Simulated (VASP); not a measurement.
# H11C7O in VASP: further runs

Runs on H11C7O. Level: PBE+D3(BJ). Tasks: single point, relaxation of the atoms.

Program: VASP 6.6.1. These are calculated values, not measurements. Logs are shortened: lines on timing, memory, paths and dates and some standing lists are left out, and cuts for length are marked.

## Step 1: The cell of the first run

The cell holds an amorphous packing of atoms, 38 atoms: a = 8.909 Å, b = 8.909 Å, c = 8.909 Å, α = 90.00°, β = 90.00°, γ = 90.00°.

## Step 2: Single point, PBE+D3(BJ)

File INCAR:

```
  PREC = Accurate
  ENCUT = 520
  EDIFF = 1E-7
  ISMEAR = -1
  SIGMA = 0.05
  LREAL = Auto
  LASPH = T
  NELM = 80
  ALGO = Normal
  ISIF = 2
  LWAVE = F
  LCHARG = F
  GGA = PE
  IVDW = 12
  NBANDS = 70
```

File KPOINTS:

```
Automatic mesh
0
Gamma
  1 1 1
```

File POSCAR:

```
H11C7O
1.0
    8.9093790000      0.0000000000      0.0000000000
    0.0000000000      8.9093790000      0.0000000000
    0.0000000000      0.0000000000      8.9093790000
C O H
14 2 22
Direct
    0.9262149472      0.3567925441      0.5979878059
    0.8261518564      0.3646269847      0.4622432158
    0.4443856300      0.4238454779      0.8004822783
    0.5893789006      0.5227188113      0.8162521765
    0.5843055953      0.7714791345      0.4141478323
    0.4984410249      0.7759126646      0.5188913840
    0.8665362648      0.8542795182      0.8234243936
    0.8582865315      0.9170785079      0.7016762897
    0.0758975457     -0.0049273917      0.2895600243
    0.0181830855     -0.0506432603      0.1805737527
    0.0241094245      0.6071915899      0.1639059243
   -0.0756842873      0.5274666169      0.1110739593
    0.4166283643      0.3839549311      0.2101156545
    0.4236434436      0.2517122686      0.1847603520
    0.7421055946      0.2216652810      0.4434989240
    0.5512393176      0.6368345089      0.9284261002
    0.6501463233      0.2562131435      0.3909700104
    0.7548337544      0.4585953746      0.4778447521
    0.8986260434      0.3821253984      0.3582741289
    0.9712349200      0.4472365582      0.6563532655
    0.8736748094      0.2728136271      0.6790708982
    1.0216536977      0.2811980498      0.5598931194
    0.5920726910      0.7277162640      0.8883559673
    0.6897225946      0.4556322051      0.8467818015
    0.6214799034      0.5850127153      0.7171992571
    0.4583708921      0.3337494117      0.6963111570
    0.4362256898      0.3688023599      0.9158101816
    0.3466234852      0.4958258033      0.7866541540
    0.4116111796      0.7742290456      0.5935654999
    0.6524809417      0.7704352907      0.3188325471
    0.8468828187      1.0000584777      0.6143638069
    0.8959883736      0.8144226438      0.9297505471
   -0.0290817127     -0.0695783623      0.0629000068
    0.1340385228     -0.0129077459      0.4010268280
   -0.1663191116      0.4551046712      0.0677600538
    0.1027905536      0.6629642762      0.2132471859
    0.4065378743      0.1398189481      0.1641416310
    0.4131264368      0.5012582807      0.2408585380
```

Potentials or basis: VASP PAW PBE potentials, release 64 (C, O, H).

Launch:

```sh
cat potpaw_PBE.64/C/POTCAR potpaw_PBE.64/O/POTCAR potpaw_PBE.64/H/POTCAR > POTCAR
mpirun -np 1 vasp_gam > vasp.out
```

OUTCAR:

```text
PREC = Accurate
   ENCUT = 520
   EDIFF = 1E-7
   ISMEAR = -1
   LREAL = Auto
   LASPH = T
   NELM = 80
   ISIF = 2
   GGA = PE
   IVDW = 12
 IVDW          = 12

 ion  position               nearest neighbor table
   1  0.926  0.357  0.598-  20 1.04  22 1.14  21 1.14   2 1.50
   2  0.826  0.365  0.462-  18 1.06  19 1.14  15 1.49   1 1.50
   3  0.444  0.424  0.800-  28 1.09  27 1.14  26 1.23   4 1.57
   4  0.589  0.523  0.816-  25 1.08  24 1.11  16 1.47   3 1.57
   5  0.584  0.771  0.414-  30 1.04   6 1.21
   6  0.498  0.776  0.519-  29 1.02   5 1.21
   7  0.867  0.854  0.823-  32 1.05   8 1.22
   8  0.858  0.917  0.702-  31 1.08   7 1.22
   9  0.076  0.995  0.290-  34 1.12  10 1.17
  10  0.018  0.949  0.181-  33 1.14   9 1.17
  11  0.024  0.607  0.164-  36 0.97  12 1.23
  12  0.924  0.527  0.111-  35 1.10  11 1.23
  13  0.417  0.384  0.210-  38 1.08  14 1.20
  14  0.424  0.252  0.185-  37 1.03  13 1.20
  15  0.742  0.222  0.443-  17 0.99   2 1.49
  16  0.551  0.637  0.928-  23 0.96   4 1.47
  17  0.650  0.256  0.391-  15 0.99
  18  0.755  0.459  0.478-   2 1.06
  19  0.899  0.382  0.358-   2 1.14
  20  0.971  0.447  0.656-   1 1.04
  21  0.874  0.273  0.679-   1 1.14
  22  0.022  0.281  0.560-   1 1.14
[... 14 lines left out ...]
  37  0.407  0.140  0.164-  14 1.03
  38  0.413  0.501  0.241-  13 1.08

  LATTYP: Found a simple cubic cell.
 ALAT       =     8.9093790000

  Lattice vectors:

 A1 = (   8.9093790000,   0.0000000000,   0.0000000000)
 A2 = (   0.0000000000,   8.9093790000,   0.0000000000)
 A3 = (   0.0000000000,   0.0000000000,   8.9093790000)

Analysis of symmetry for initial positions (statically):
=====================================================================
 Subroutine PRICEL returns:
 Original cell was already a primitive cell.

 Routine SETGRP: Setting up the symmetry group for a
 simple cubic supercell.

 Subroutine GETGRP returns: Found  1 space group operations
 (whereof  1 operations were pure point group operations)
 out of a pool of 48 trial point group operations.

The static configuration has the point symmetry C_1 .

Analysis of symmetry for dynamics (positions and initial velocities):
=====================================================================
 Subroutine PRICEL returns:
 Original cell was already a primitive cell.

 Routine SETGRP: Setting up the symmetry group for a
 simple cubic supercell.

 Subroutine GETGRP returns: Found  1 space group operations
 (whereof  1 operations were pure point group operations)
 out of a pool of 48 trial point group operations.

The dynamic configuration has the point symmetry C_1 .

 Subroutine INISYM returns: Found  1 space group operations
 (whereof  1 operations are pure point group operations),
 and found     1 'primitive' translations

----------------------------------------------------------------------------------------

                                     Primitive cell

  volume of cell :     707.2001

  direct lattice vectors                    reciprocal lattice vectors
     8.909379000  0.000000000  0.000000000     0.112241268  0.000000000  0.000000000
     0.000000000  8.909379000  0.000000000     0.000000000  0.112241268  0.000000000
     0.000000000  0.000000000  8.909379000     0.000000000  0.000000000  0.112241268

  length of vectors
     8.909379000  8.909379000  8.909379000     0.112241268  0.112241268  0.112241268

  position of ions in fractional coordinates (direct lattice)
     0.926214947  0.356792544  0.597987806
     0.826151856  0.364626985  0.462243216
     0.444385630  0.423845478  0.800482278
     0.589378901  0.522718811  0.816252177
     0.584305595  0.771479134  0.414147832
     0.498441025  0.775912665  0.518891384
[... 30 lines left out ...]
     0.406537874  0.139818948  0.164141631
     0.413126437  0.501258281  0.240858538

  ion indices of the primitive-cell ions
   primitive index   ion index
                 1           1
                 2           2
                 3           3
                 4           4
                 5           5
                 6           6
[... 30 lines left out ...]
                37          37
                38          38

----------------------------------------------------------------------------------------

 KPOINTS: Automatic mesh

Automatic generation of k-mesh.
 Grid dimensions read from file:
 generate k-points for:    1    1    1

 Generating k-lattice:

  Cartesian coordinates                     Fractional coordinates (reciprocal lattice)
     0.112241268  0.000000000  0.000000000     1.000000000  0.000000000  0.000000000
     0.000000000  0.112241268  0.000000000     0.000000000  1.000000000  0.000000000
     0.000000000  0.000000000  0.112241268     0.000000000  0.000000000  1.000000000

  Length of vectors
     0.112241268  0.112241268  0.112241268

  Shift w.r.t. Gamma in fractional coordinates (k-lattice)
     0.000000000  0.000000000  0.000000000

 Subroutine IBZKPT returns following result:
 ===========================================

 Found      1 irreducible k-points:

 Following reciprocal coordinates:
            Coordinates               Weight
  0.000000  0.000000  0.000000      1.000000
   k-points           NKPTS =      1   k-points in BZ     NKDIM =      1   number of bands    NBANDS=     70
   number of dos      NEDOS =    301   number of ions     NIONS =     38
   total plane-waves  NPLWV = 343000
   dimension x,y,z NGX =    70 NGY =   70 NGZ =   70
   dimension x,y,z NGXF=   140 NGYF=  140 NGZF=  140
   ions per type =              14   2  22
   NGX,Y,Z   is equivalent  to a cutoff of  13.06, 13.06, 13.06 a.u.
   NGXF,Y,Z  is equivalent  to a cutoff of  26.12, 26.12, 26.12 a.u.
 SYSTEM =  unknown system
   PREC   = accura    normal or accurate (medium, high low for compatibility)
   ISTART =      0    job   : 0-new  1-cont  2-samecut
   ICHARG =      2    charge: 1-file 2-atom 10-const
   ISPIN  =      1    spin polarized calculation?
   LNONCOLLINEAR =      F non collinear calculations
   LSORBIT =      F    spin-orbit coupling
   LASPH  =      T    aspherical Exc in radial PAW
   ENCUT  =  520.0 eV  38.22 Ry    6.18 a.u.  16.57 16.57 16.57*2*pi/ulx,y,z
   NELM   =     80;   NELMIN=  2; NELMDL= -5     # of ELM steps
   EDIFF  = 0.1E-06   stopping-criterion for ELM
   LREAL  =      T    real-space projection
   EDIFFG = 0.1E-05   stopping-criterion for IOM
   NSW    =      0    number of steps for IOM
   IBRION =     -1    ionic relax: 0-MD 1-quasi-New 2-CG
   NFREE  =      0    steps in history (QN), initial steepest desc. (CG)
   ISIF   =      2    stress and relaxation
   ISYM   =      2    0-nonsym 1-usesym 2-fastsym
   POTIM  = 0.5000    time-step for ionic-motion
   TEBEG  =    0.0;   TEEND  =   0.0 temperature during run
   PSTRESS=    0.0 pullay stress
   NELECT =      90.0000    total number of electrons
   NUPDOWN=      -1.0000    fix difference up-down
   EMIN   =  10.00;   EMAX   =-10.00  energy-range for DOS
   EFERMI =   0.00;   METHOD = LEGACY
   ISMEAR =    -1;   SIGMA  =   0.05  broadening in eV -4-tet -1-fermi 0-gaus
   EFERMI_NEDOS =   21; number of points for ismear=-14 and -15
   IALGO  =     38    algorithm
   IMIX   =      4    mixing-type and parameters
     AMIX     =   0.40;   BMIX     =  1.00
     AMIX_MAG =   1.60;   BMIX_MAG =  1.00
  volume/ion in A,a.u.               =      18.61       125.59
  Fermi-wavevector in a.u.,A,eV,Ry     =   0.823458  1.556110  9.225885  0.678083
  Thomas-Fermi vector in A             =   1.934972
   LORBIT       =      0    0 simple, 1 ext, 2 COOP (PROOUT), +10 PAW based schemes
   GGA     = PE    functional components
   LHFCALC =     F    Hartree Fock is set to
   AEXX    =    0.0000 exact exchange contribution
   IVDW    =    12    specifies the selected vdW correction
   LEPSILON=     F    determine dielectric tensor
   LRPA    =     F    only Hartree local field effects (RPA)
 non-spin polarized calculation
  energy-cutoff  :      520.00
  volume of cell :      707.20
 maximum number of plane-waves:      9547
 NGX is ok and might be reduce to    70
   NGX = 33   NGY = 33   NGZ = 33

 number of electron      90.0000014 magnetization

 Free energy of the ion-electron system (eV)
  ---------------------------------------------------
  ext. energy  EPLUGINS =         0.00000000
  ---------------------------------------------------
  free energy    TOTEN  =      -206.88677973 eV

  energy without entropy =     -206.88677973  energy(sigma->0) =     -206.88677973

 E-fermi :  -2.7422     XC(G=0):  -5.1229

 val. band max:       -3.9556058351   @ k =   0.0000   0.0000   0.0000
 cond. band min:       0.7346528875   @ k =   0.0000   0.0000   0.0000
 fundamental gap:      4.6902587225
 Fermi energy:        -2.7421971646

 k-point     1 :       0.0000    0.0000    0.0000
  band No.  band energies     occupation
      1     -23.1951      2.00000
      2     -22.7571      2.00000
      3     -16.8199      2.00000
      4     -16.7425      2.00000
      5     -16.7232      2.00000
      6     -16.6520      2.00000
[... 49 lines left out ...]
     56       1.8803      0.00000
     57       2.1997      0.00000
 [bands above 57 left out]

------------------------ aborting loop because EDIFF is reached ----------------------------------------

 Edisp (eV)   -1.16701

 E8    (eV) :    -0.2736

  FORCE on cell =-STRESS in cart. coord.  units (eV):
  Direction    XX          YY          ZZ          XY          YZ          ZX
  --------------------------------------------------------------------------------------
  -------------------------------------------------------------------------------------
  Total      -0.32909     0.36046    -0.99005     0.53891     0.44456     1.45283
  in kB      -0.74556     0.81662    -2.24298     1.22092     1.00716     3.29141
  external pressure =       -0.72 kB  Pullay stress =        0.00 kB

 VOLUME and BASIS-vectors are now :
 -----------------------------------------------------------------------------
  energy-cutoff  :      520.00
  volume of cell :      707.20
      direct lattice vectors                 reciprocal lattice vectors
     8.909379000  0.000000000  0.000000000     0.112241268  0.000000000  0.000000000
     0.000000000  8.909379000  0.000000000     0.000000000  0.112241268  0.000000000
     0.000000000  0.000000000  8.909379000     0.000000000  0.000000000  0.112241268

 POSITION                                       TOTAL-FORCE (eV/Angst)
 -----------------------------------------------------------------------------------
      8.25200      3.17880      5.32770         0.316044     -5.305615     -0.468120
      7.36050      3.24860      4.11830         1.148178     -0.617253     -0.991439
      3.95920      3.77620      7.13180         1.971978     -1.619797     -0.625796
      5.25100      4.65710      7.27230        -1.249718     -0.112180      0.248912
      5.20580      6.87340      3.68980        -0.705507      0.063945      0.729008
      4.44080      6.91290      4.62300         1.312973     -0.088392     -1.711064
[... 30 lines left out ...]
      3.62200      1.24570      1.46240        -0.040914     -1.971217     -0.419847
      3.68070      4.46590      2.14590         0.104389     -0.287539     -0.231845
 -----------------------------------------------------------------------------------
    total drift:                                0.040814      0.010657     -0.000784

  FREE ENERGIE OF THE ION-ELECTRON SYSTEM (eV)
  ---------------------------------------------------
  free  energy   TOTEN  =      -208.0537918256 eV

  energy  without entropy=     -208.0537918255  energy(sigma->0) =     -208.05379183
```

It took 2.7 min on 1 thread of Intel Xeon 6975P-C, shared host; peak memory 0.66 GiB.

Results:

* Free energy: -208.0538 eV
* Pressure: -0.1 GPa
* Largest force: 7.724 eV/Å
* Band gap on the k mesh: 4.69 eV
* Dispersion energy per atom: -0.031 eV

Forces in eV/Å, atoms in the order of the input:
```
C    0.316 -5.306 -0.468
C    1.148 -0.617 -0.991
C    1.972 -1.620 -0.626
C   -1.250 -0.112  0.249
C   -0.706  0.064  0.729
C    1.313 -0.088 -1.711
C    0.012  1.067 -1.998
C   -0.028  0.032  1.300
C    2.895  0.462  5.596
C   -2.754 -1.179 -6.207
C   -5.529 -4.322 -3.227
C    0.806  0.707  0.467
C    0.106  1.091  0.533
C   -0.094  1.135  0.328
O   -0.203  1.611 -0.026
O    0.203 -0.968  0.186
H    0.501 -0.616  0.256
H   -1.301  0.909 -0.257
H   -0.812 -0.015  0.837
H    0.376  1.967  0.582
H    0.058  1.158 -0.258
H   -0.147  0.829  0.439
H    0.338  0.817 -0.073
H   -0.306  0.011  0.284
H   -0.051 -0.018 -0.820
H   -0.413  1.798  2.373
H   -0.239  0.081 -1.420
H   -0.183  0.064 -0.293
H   -1.468  0.020  1.695
H    0.850 -0.024 -0.790
H   -0.169 -0.374 -0.304
H   -0.046 -0.990  0.755
H    0.797  0.454  2.250
H   -0.775  0.638 -1.390
H    0.784  0.704  0.310
H    3.935  2.889  2.341
H   -0.041 -1.971 -0.420
H    0.104 -0.288 -0.232
```

Stress tensor (GPa, compression positive):
```
-0.07  0.12  0.33
 0.12  0.08  0.10
 0.33  0.10 -0.22
```

Caveat: the k points lie up to 0.71 Å⁻¹ apart.

(Continued in part 2 of 2.)
